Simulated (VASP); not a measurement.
Crystal: CdTe.

```
Cd Te
1.0
     0.00000    3.24467    3.24467
     3.24467    0.00000    3.24467
     3.24467    3.24467    0.00000
Cd Te
1 1
Direct
  0.00000 0.00000 0.00000
  0.25000 0.25000 0.25000
```

Base run:

| Property | Result |
| --- | --- |
| Program | VASP 6.6.1 |
| Functional | PBEsol |
| Potentials or basis | VASP PAW PBE potentials, release 64 (Cd, Te) |
| Cutoff | 520 eV |
| k mesh | 8 × 8 × 8 |
| Occupations | gaussian, width 0.02 eV |
| Spin | no spin polarisation |

Its results: band gap on the k mesh 0.65 eV, direct; pressure 0.2 GPa.

Problem. The run is repeated on the same cell with these changes: functional from PBEsol to r2SCAN; further incar settings from ALGO = Normal; EDIFF = 1e-06; NBANDS = 16 to ALGO = Normal; EDIFF = 1e-07; NBANDS = 16. What comes out?

Solution. Band gap on the k mesh 1.26 eV, direct; pressure 1.5 GPa.

Caveats: the PAW data sets were made with another functional, which shifts forces and pressure a little; spin-orbit coupling is left out, which moves the levels of the heavy elements.

